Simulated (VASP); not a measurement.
# Br (Cmce) in VASP: further runs

Runs on Br. Level: PBE+D3(BJ). Tasks: relaxation of cell and atoms.

Everything below comes from runs of VASP 6.6.1. Logs are shortened: lines on timing, memory, paths and dates and some standing lists are left out, and cuts for length are marked.

### 1 The cell of the first run

Symmetry: Cmce, No. 64, orthorhombic system. The conventional cell has a = 6.500 Å, b = 3.965 Å, c = 8.282 Å, α = 90.00°, β = 90.00°, γ = 90.00°. Br (site symmetry m) has 3 Br at 2.34 to 2.93 Å within 3.1 Å.

### 2 Relaxation of cell and atoms, PBE+D3(BJ), target pressure 4 GPa, at which the enthalpy is minimised

INCAR

```
SYSTEM = Br
PREC = Accurate ; ENCUT = 600
EDIFF = 1E-7 ; ISMEAR = 0
SIGMA = 0.02 ; LREAL = .FALSE.
LASPH = .TRUE. ; NELM = 100
ALGO = Normal ; ISIF = 3
LWAVE = .FALSE. ; LCHARG = .FALSE.
GGA = PE ; IVDW = 12
IBRION = 2 ; NSW = 70
EDIFFG = -0.008 ; PSTRESS = 40.0
```

KPOINTS

```
Automatic mesh
0
G
  8 8 4
  0 0 0
```

POSCAR

```
Br
1.0
    3.2499573195     -1.9823055919      0.0000000000
    3.2499573195      1.9823055919      0.0000000000
    0.0000000000      0.0000000000      8.2822162288
Br
4
Direct
    0.1558157535      0.8441842465      0.1196696583
    0.6558157535      0.3441842465      0.3803303417
    0.8441842465      0.1558157535      0.8803303417
    0.3441842465      0.6558157535      0.6196696583
```

Potentials or basis: VASP PAW PBE potentials, release 64 (Br).

Started as:

```
$ cat potpaw_PBE.64/Br/POTCAR > POTCAR
$ mpirun -np 1 vasp_std > vasp.out
```

OUTCAR:

```text
SYSTEM = Br
   PREC = Accurate
   ENCUT = 600
   EDIFF = 1E-7
   ISMEAR = 0
   LREAL = .FALSE.
   LASPH = .TRUE.
   NELM = 100
   ISIF = 3
   GGA = PE
   IVDW = 12
   IBRION = 2
   NSW = 70
   EDIFFG = -0.008
   PSTRESS = 40.0
 IVDW          = 12

 ion  position               nearest neighbor table
   1  0.156  0.844  0.120-   3 2.34
   2  0.656  0.344  0.380-   4 2.34
   3  0.844  0.156  0.880-   1 2.34
   4  0.344  0.656  0.620-   2 2.34

  LATTYP: Found a base centered orthorhombic cell.
 ALAT       =     3.9646111838
 B/A-ratio  =     1.6394835049
 C/A-ratio  =     2.0890361866

  Lattice vectors:

 A1 = (  -3.2499573195,  -1.9823055919,   0.0000000000)
 A2 = (   3.2499573195,  -1.9823055919,   0.0000000000)
 A3 = (   0.0000000000,   0.0000000000,   8.2822162288)

Analysis of symmetry for initial positions (statically):
=====================================================================
 Subroutine PRICEL returns:
 Original cell was already a primitive cell.

 Routine SETGRP: Setting up the symmetry group for a
 base centered orthorhombic supercell.

 Subroutine GETGRP returns: Found  8 space group operations
 (whereof  4 operations were pure point group operations)
 out of a pool of  8 trial point group operations.

The static configuration has the point symmetry C_2h.
 The point group associated with its full space group is D_2h.

Analysis of symmetry for dynamics (positions and initial velocities):
=====================================================================
 Subroutine PRICEL returns:
 Original cell was already a primitive cell.

 Routine SETGRP: Setting up the symmetry group for a
 base centered orthorhombic supercell.

 Subroutine GETGRP returns: Found  8 space group operations
 (whereof  4 operations were pure point group operations)
 out of a pool of  8 trial point group operations.

The dynamic configuration has the point symmetry C_2h.
 The point group associated with its full space group is D_2h.

 Subroutine INISYM returns: Found  8 space group operations
 (whereof  4 operations are pure point group operations),
 and found     1 'primitive' translations

----------------------------------------------------------------------------------------

                                     Primitive cell

  volume of cell :     106.7148

  direct lattice vectors                    reciprocal lattice vectors
     3.249957319 -1.982305592  0.000000000     0.153848174 -0.252231544  0.000000000
     3.249957319  1.982305592  0.000000000     0.153848174  0.252231544  0.000000000
     0.000000000  0.000000000  8.282216229     0.000000000  0.000000000  0.120740629

  length of vectors
     3.806804177  3.806804177  8.282216229     0.295448832  0.295448832  0.120740629
[... 81 lines left out ...]
   LSORBIT =      F    spin-orbit coupling
   LASPH  =      T    aspherical Exc in radial PAW
   ENCUT  =  600.0 eV  44.10 Ry    6.64 a.u.   7.60  7.60 16.54*2*pi/ulx,y,z
   NELM   =    100;   NELMIN=  2; NELMDL= -5     # of ELM steps
   EDIFF  = 0.1E-06   stopping-criterion for ELM
   LREAL  =      F    real-space projection
   EDIFFG = -.8E-02   stopping-criterion for IOM
   NSW    =     70    number of steps for IOM
   IBRION =      2    ionic relax: 0-MD 1-quasi-New 2-CG
   NFREE  =      1    steps in history (QN), initial steepest desc. (CG)
   ISIF   =      3    stress and relaxation
   ISYM   =      2    0-nonsym 1-usesym 2-fastsym
   POTIM  = 0.5000    time-step for ionic-motion
   TEBEG  =    0.0;   TEEND  =   0.0 temperature during run
   PSTRESS=   40.0 pullay stress
   NELECT =      28.0000    total number of electrons
   NUPDOWN=      -1.0000    fix difference up-down
   EMIN   =  10.00;   EMAX   =-10.00  energy-range for DOS
   EFERMI =   0.00;   METHOD = LEGACY
   ISMEAR =     0;   SIGMA  =   0.02  broadening in eV -4-tet -1-fermi 0-gaus
   EFERMI_NEDOS =   21; number of points for ismear=-14 and -15
   IALGO  =     38    algorithm
   IMIX   =      4    mixing-type and parameters
     AMIX     =   0.40;   BMIX     =  1.00
     AMIX_MAG =   1.60;   BMIX_MAG =  1.00
  volume/ion in A,a.u.               =      26.68       180.04
  Fermi-wavevector in a.u.,A,eV,Ry     =   1.048059  1.980545 14.945027  1.098429
  Thomas-Fermi vector in A             =   2.182965
   LORBIT       =      0    0 simple, 1 ext, 2 COOP (PROOUT), +10 PAW based schemes
   GGA     = PE    functional components
   LHFCALC =     F    Hartree Fock is set to
   AEXX    =    0.0000 exact exchange contribution
   IVDW    =    12    specifies the selected vdW correction
   LEPSILON=     F    determine dielectric tensor
   LRPA    =     F    only Hartree local field effects (RPA)
 conjugate gradient relaxation of ions
 non-spin polarized calculation
 Gauss-broadening in eV      SIGMA  =   0.02
  energy-cutoff  :      600.00
  volume of cell :      106.71
 maximum number of plane-waves:      3583
   NGX = 15   NGY = 15   NGZ = 33

--------------------------------------- Ionic step        1  -------------------------------------------

 number of electron      28.0000002 magnetization

 Free energy of the ion-electron system (eV)
  ---------------------------------------------------
  ext. energy  EPLUGINS =         0.00000000
  ---------------------------------------------------
  free energy    TOTEN  =        -6.10838146 eV

  energy without entropy =       -6.10838146  energy(sigma->0) =       -6.10838146

------------------------ aborting loop because EDIFF is reached ----------------------------------------

 Edisp (eV)   -1.10156

 E8    (eV) :    -0.4388
[... 119 lines left out ...]
  energy  without entropy=       -7.2825556846  energy(sigma->0) =       -7.28255568

  enthalpy is  TOTEN    =        -4.5873804499 eV   P V=        2.6951752347

[... ionic steps 4 to 11 ...]

--------------------------------------- Ionic step       12  -------------------------------------------

 number of electron      27.9999997 magnetization

------------------------ aborting loop because EDIFF is reached ----------------------------------------
[... 83 lines left out ...]
--------------------------------------- Ionic step       14  -------------------------------------------

 number of electron      27.9999997 magnetization

 Free energy of the ion-electron system (eV)
  ---------------------------------------------------
  ext. energy  EPLUGINS =         0.00000000
  ---------------------------------------------------
  free energy    TOTEN  =        -6.02815793 eV

  energy without entropy =       -6.02815793  energy(sigma->0) =       -6.02815793

 E-fermi :   2.2935     XC(G=0):  -9.2452

 val. band max:        2.1432676738   @ k =   0.5000   0.0000   0.5000
 cond. band min:       3.2571632879   @ k =   0.5000   0.3750   0.0000
 fundamental gap:      1.1138956141
 Fermi energy:         2.2935495237

 k-point     1 :       0.0000    0.0000    0.0000
  band No.  band energies     occupation
      1     -14.4343      2.00000
      2     -13.4723      2.00000
      3     -12.3285      2.00000
      4     -10.5544      2.00000
      5      -3.5505      2.00000
      6      -1.4941      2.00000
[... 481 lines left out ...]
      5      -3.4376      2.00000
      6      -2.6669      2.00000
[... 10 lines left out ...]
     17       9.6583      0.00000
     18       9.6872      0.00000

 [... further k-points ...]

------------------------ aborting loop because EDIFF is reached ----------------------------------------

 Edisp (eV)   -1.15089

 E8    (eV) :    -0.4590
[... 31 lines left out ...]
  energy  without entropy=       -7.1790520537  energy(sigma->0) =       -7.17905205

  enthalpy is  TOTEN    =        -4.6158681884 eV   P V=        2.5631838653

 reached required accuracy - stopping structural energy minimisation
```

CONTCAR:

```text
Br
   1.00000000000000
     3.1232448281286289   -1.9619550460111297   -0.0000000000000000
     3.1232448281286289    1.9619550460111297    0.0000000000000000
     0.0000000000000000    0.0000000000000000    8.3773232637595214
  Br
     4
Direct
     0.1649483480960760    0.8350516519039241    0.1207082069030114
     0.6649483480960761    0.3350516519039239    0.3792917930969886
     0.8350516519039241    0.1649483480960760    0.8792917930969886
     0.3350516519039239    0.6649483480960759    0.6207082069030114

  0.00000000E+00  0.00000000E+00  0.00000000E+00
  0.00000000E+00  0.00000000E+00  0.00000000E+00
  0.00000000E+00  0.00000000E+00  0.00000000E+00
  0.00000000E+00  0.00000000E+00  0.00000000E+00
```

Wall time 32 min (1 thread of Intel Xeon 8259CL, shared host); peak memory 0.33 GiB.

Results:

```yaml
Free_energy: -7.1791 eV
Relaxed_volume: 25.67 Å³/atom
Relaxed_cell: a = 3.688 Å, b = 3.688 Å, c = 8.377 Å, α = 90.00°, β = 90.00°, γ = 64.27°
Space_group_after_relaxing_to_0.1_Å: Cmce (No. 64)
Energy_change_on_relaxing_the_run_minimises_the_enthalpy: +7.7 meV/atom
Ionic_steps: 14
Pressure_after_relaxing: 4.0 GPa
Band_gap_on_the_k_mesh: 1.11 eV (least direct gap 1.43 eV)
Dispersion_energy_per_atom: -0.288 eV
```

The path:
| step | energy change (eV) | largest force (eV/Å) | pressure (GPa) | volume (Å³) |
| --- | --- | --- | --- | --- |
| 1 | 0.0000 | 0.5472 | 4.88 | 106.71 |
| 2 | -0.0732 | 0.2984 | 1.40 | 108.94 |
| 3 | -0.0726 | 0.0686 | 2.79 | 107.95 |
| 4 | -0.0289 | 0.0709 | 3.35 | 105.44 |
| 5 | 0.0261 | 0.0820 | 4.00 | 102.94 |
| 6 | 0.0305 | 0.0830 | 4.05 | 102.77 |
| 7 | 0.0296 | 0.0440 | 4.03 | 102.76 |
| 8 | 0.0294 | 0.0264 | 4.00 | 102.75 |
| 9 | 0.0288 | 0.0204 | 4.00 | 102.76 |
| 10 | 0.0277 | 0.0058 | 3.98 | 102.80 |
| 11 | 0.0274 | 0.0016 | 3.97 | 102.81 |
| 12 | 0.0315 | 0.0065 | 4.05 | 102.64 |
| 13 | 0.0301 | 0.0046 | 4.03 | 102.70 |
| 14 | 0.0309 | 0.0014 | 4.02 | 102.67 |

Final structure:
```
Br
1.0
     3.12324   -1.96196    0.00000
     3.12324    1.96196    0.00000
     0.00000    0.00000    8.37732
Br
4
Direct
  0.16495 0.83505 0.12071
  0.66495 0.33505 0.37929
  0.83505 0.16495 0.87929
  0.33505 0.66495 0.62071
```

Caveat: the cell is relaxed towards a set pressure, so the run minimises the enthalpy, not the energy. A k mesh can miss the band edges.

### 3 Relaxation of cell and atoms, PBE+D3(BJ), target pressure 25 GPa, at which the enthalpy is minimised

This run uses another cell than the first one, of 20.27 Å³/atom.

INCAR

```
SYSTEM = Br
ALGO = Normal
EDIFF = 1E-6
EDIFFG = -0.008
ENCUT = 600
GGA = PE
IBRION = 2
ISIF = 3
ISMEAR = 0
IVDW = 12
LASPH = .TRUE.
LCHARG = .FALSE.
LREAL = .FALSE.
LWAVE = .FALSE.
NELM = 80
NSW = 70
PREC = Accurate
PSTRESS = 250.0
SIGMA = 0.02
```

KPOINTS

```
k-points
0
G
  10 10 4
  0 0 0
```

POSCAR

```
Br
1.0
    2.8088760991     -1.8140966504      0.0000000000
    2.8088760991      1.8140966504      0.0000000000
    0.0000000000      0.0000000000      7.9563449523
Br
4
Direct
    0.1781539522      0.8218460478      0.1219215771
    0.6781539522      0.3218460478      0.3780784229
    0.8218460478      0.1781539522      0.8780784229
    0.3218460478      0.6781539522      0.6219215771
```

Potentials or basis: VASP PAW PBE potentials, release 64 (Br).

Started as:

```
$ cat potpaw_PBE.64/Br/POTCAR > POTCAR
$ mpirun -np 1 vasp_std > vasp.out
```

OUTCAR:

```text
SYSTEM = Br
   EDIFF = 1E-6
   EDIFFG = -0.008
   ENCUT = 600
   GGA = PE
   IBRION = 2
   ISIF = 3
   ISMEAR = 0
   IVDW = 12
   LASPH = .TRUE.
   LREAL = .FALSE.
   NELM = 80
   NSW = 70
   PREC = Accurate
   PSTRESS = 250.0
 IVDW          = 12

 ion  position               nearest neighbor table
   1  0.178  0.822  0.122-   3 2.33   2 2.73   2 2.73
   2  0.678  0.322  0.378-   4 2.33   1 2.73   1 2.73
   3  0.822  0.178  0.878-   1 2.33   4 2.73   4 2.73
   4  0.322  0.678  0.622-   2 2.33   3 2.73   3 2.73

  LATTYP: Found a base centered orthorhombic cell.
 ALAT       =     3.6281933008
 B/A-ratio  =     1.5483607770
 C/A-ratio  =     2.1929220118

  Lattice vectors:

 A1 = (  -2.8088760991,  -1.8140966504,   0.0000000000)
 A2 = (   2.8088760991,  -1.8140966504,   0.0000000000)
 A3 = (   0.0000000000,   0.0000000000,   7.9563449523)

Analysis of symmetry for initial positions (statically):
=====================================================================
 Subroutine PRICEL returns:
 Original cell was already a primitive cell.

 Routine SETGRP: Setting up the symmetry group for a
 base centered orthorhombic supercell.

 Subroutine GETGRP returns: Found  8 space group operations
 (whereof  4 operations were pure point group operations)
 out of a pool of  8 trial point group operations.

The static configuration has the point symmetry C_2h.
 The point group associated with its full space group is D_2h.

Analysis of symmetry for dynamics (positions and initial velocities):
=====================================================================
 Subroutine PRICEL returns:
 Original cell was already a primitive cell.

 Routine SETGRP: Setting up the symmetry group for a
 base centered orthorhombic supercell.

 Subroutine GETGRP returns: Found  8 space group operations
 (whereof  4 operations were pure point group operations)
 out of a pool of  8 trial point group operations.

The dynamic configuration has the point symmetry C_2h.
 The point group associated with its full space group is D_2h.

 Subroutine INISYM returns: Found  8 space group operations
 (whereof  4 operations are pure point group operations),
 and found     1 'primitive' translations

[... 115 lines left out ...]
   IALGO  =     38    algorithm
   IMIX   =      4    mixing-type and parameters
     AMIX     =   0.40;   BMIX     =  1.00
     AMIX_MAG =   1.60;   BMIX_MAG =  1.00
  volume/ion in A,a.u.               =      20.27       136.80
  Fermi-wavevector in a.u.,A,eV,Ry     =   1.148547  2.170438 17.948253  1.319159
  Thomas-Fermi vector in A             =   2.285221
   LORBIT       =      0    0 simple, 1 ext, 2 COOP (PROOUT), +10 PAW based schemes
   GGA     = PE    functional components
   LHFCALC =     F    Hartree Fock is set to
   AEXX    =    0.0000 exact exchange contribution
   IVDW    =    12    specifies the selected vdW correction
   LEPSILON=     F    determine dielectric tensor
   LRPA    =     F    only Hartree local field effects (RPA)
 conjugate gradient relaxation of ions
 non-spin polarized calculation
 Gauss-broadening in eV      SIGMA  =   0.02
  energy-cutoff  :      600.00
  volume of cell :       81.08
 maximum number of plane-waves:      2727
   NGX = 13   NGY = 13   NGZ = 31

--------------------------------------- Ionic step        1  -------------------------------------------

 number of electron      28.0000003 magnetization

 Free energy of the ion-electron system (eV)
  ---------------------------------------------------
  ext. energy  EPLUGINS =         0.00000000
  ---------------------------------------------------
  free energy    TOTEN  =        -4.34638737 eV

  energy without entropy =       -4.34638737  energy(sigma->0) =       -4.34638737

------------------------ aborting loop because EDIFF is reached ----------------------------------------

 Edisp (eV)   -1.46382

 E8    (eV) :    -0.5804
[... 119 lines left out ...]
  energy  without entropy=       -5.1936090109  energy(sigma->0) =       -5.19360901

  enthalpy is  TOTEN    =         6.7321542718 eV   P V=       11.9257632827

[... ionic steps 4 to 8 ...]

--------------------------------------- Ionic step        9  -------------------------------------------

 number of electron      28.0000002 magnetization

------------------------ aborting loop because EDIFF is reached ----------------------------------------
[... 83 lines left out ...]
--------------------------------------- Ionic step       11  -------------------------------------------

 number of electron      28.0000002 magnetization

 Free energy of the ion-electron system (eV)
  ---------------------------------------------------
  ext. energy  EPLUGINS =         0.00000000
  ---------------------------------------------------
  free energy    TOTEN  =        -3.70606734 eV

  energy without entropy =       -3.70606734  energy(sigma->0) =       -3.70606734

 E-fermi :   5.8657     XC(G=0): -10.7511

 val. band max:        5.7609225916   @ k =  -0.1000   0.1000   0.0000
 cond. band min:       6.3092191700   @ k =   0.5000   0.5000   0.2500
 fundamental gap:      0.5482965784
 Fermi energy:         5.8656878057

 k-point     1 :       0.0000    0.0000    0.0000
  band No.  band energies     occupation
      1     -12.8232      2.00000
      2     -11.2387      2.00000
      3     -10.5889      2.00000
      4      -7.4189      2.00000
      5      -1.6542      2.00000
      6       1.7753      2.00000
[... 481 lines left out ...]
      5      -0.8270      2.00000
      6      -0.3538      2.00000
[... 10 lines left out ...]
     17      11.1570      0.00000
     18      12.7083      0.00000

 [... further k-points ...]

------------------------ aborting loop because EDIFF is reached ----------------------------------------

 Edisp (eV)   -1.54566

 E8    (eV) :    -0.6111
[... 31 lines left out ...]
  energy  without entropy=       -5.2517266982  energy(sigma->0) =       -5.25172670

  enthalpy is  TOTEN    =         6.7134423993 eV   P V=       11.9651690975

 reached required accuracy - stopping structural energy minimisation
```

OSZICAR:

```text
N       E                     dE             d eps       ncg     rms          rms(c)
DAV:   1     0.195842415110E+03    0.19584E+03   -0.14056E+04  3348   0.155E+03
[... 84 lines left out ...]
  10 F= 0.67135169E+01 E0= 0.67135169E+01  d E =0.545232E-04
       N       E                     dE             d eps       ncg     rms          rms(c)
DAV:   1    -0.370614415099E+01    0.12069E-01   -0.51042E-03  3350   0.432E-01    0.941E-02
DAV:   2    -0.370609221157E+01    0.51939E-04   -0.19477E-04  3574   0.926E-02    0.291E-02
DAV:   3    -0.370606957439E+01    0.22637E-04   -0.30425E-05  3504   0.336E-02    0.216E-02
DAV:   4    -0.370606702071E+01    0.25537E-05   -0.71622E-06  3440   0.163E-02    0.182E-02
DAV:   5    -0.370606733918E+01   -0.31847E-06   -0.47443E-07  1712   0.484E-03
  11 F= 0.67134424E+01 E0= 0.67134424E+01  d E =-.200014E-04
```

CONTCAR:

```text
Br
   1.00000000000000
     2.7073343853164555   -1.7733531639360991    0.0000000000000000
     2.7073343853164555    1.7733531639360991   -0.0000000000000000
     0.0000000000000000   -0.0000000000000000    7.9858709058034014
  Br
     4
Direct
     0.1895222114648535    0.8104777885351464    0.1228933666063506
     0.6895222114648536    0.3104777885351466    0.3771066333936495
     0.8104777885351464    0.1895222114648535    0.8771066333936495
     0.3104777885351466    0.6895222114648536    0.6228933666063505

  0.00000000E+00  0.00000000E+00  0.00000000E+00
  0.00000000E+00  0.00000000E+00  0.00000000E+00
  0.00000000E+00  0.00000000E+00  0.00000000E+00
  0.00000000E+00  0.00000000E+00  0.00000000E+00
```

Wall time 16 min (1 thread of Intel Xeon 8259CL, shared host); peak memory 0.32 GiB.

What came out:

```
Free energy                                                : -5.2517 eV
Relaxed volume                                             : 19.17 Å³/atom
Relaxed cell                                               : a = 3.236 Å, b = 3.236 Å, c = 7.986 Å, α = 90.00°, β = 90.00°, γ = 66.45°
Space group after relaxing (to 0.1 Å)                      : Cmce (No. 64)
Energy change on relaxing (the run minimises the enthalpy) : +139.6 meV/atom
Ionic steps                                                : 11
Pressure after relaxing                                    : 25.0 GPa
Band gap on the k mesh                                     : 0.55 eV (least direct gap 1.08 eV)
Dispersion energy per atom                                 : -0.386 eV
```

Forces on the atoms (eV/Å):
```
Br   0.000 -0.001  0.003
Br   0.000 -0.001 -0.003
Br   0.000  0.001 -0.003
Br   0.000  0.001  0.003
```

The path:
| step | energy change (eV) | largest force (eV/Å) | pressure (GPa) | volume (Å³) |
| --- | --- | --- | --- | --- |
| 1 | 0.0000 | 0.4067 | 20.76 | 81.08 |
| 2 | 0.8666 | 0.2454 | 28.89 | 74.91 |
| 3 | 0.6166 | 0.2632 | 26.58 | 76.43 |
| 4 | 0.4801 | 0.1784 | 23.21 | 77.32 |
| 5 | 0.5392 | 0.1382 | 24.90 | 76.85 |
| 6 | 0.5415 | 0.0863 | 24.92 | 76.81 |
| 7 | 0.5491 | 0.1080 | 24.95 | 76.75 |
| 8 | 0.5631 | 0.0150 | 25.06 | 76.65 |
| 9 | 0.5639 | 0.0104 | 25.07 | 76.65 |
| 10 | 0.5477 | 0.0126 | 24.81 | 76.75 |
| 11 | 0.5585 | 0.0028 | 24.98 | 76.68 |

Final structure:
```
CELL_PARAMETERS angstrom
2.70733 -1.77335 0.00000
2.70733 1.77335 0.00000
0.00000 0.00000 7.98587
ATOMIC_POSITIONS crystal
Br 0.18952 0.81048 0.12289
Br 0.68952 0.31048 0.37711
Br 0.81048 0.18952 0.87711
Br 0.31048 0.68952 0.62289
```

Caveat: the cell is relaxed towards a set pressure, so the run minimises the enthalpy, not the energy. A k mesh can miss the band edges.
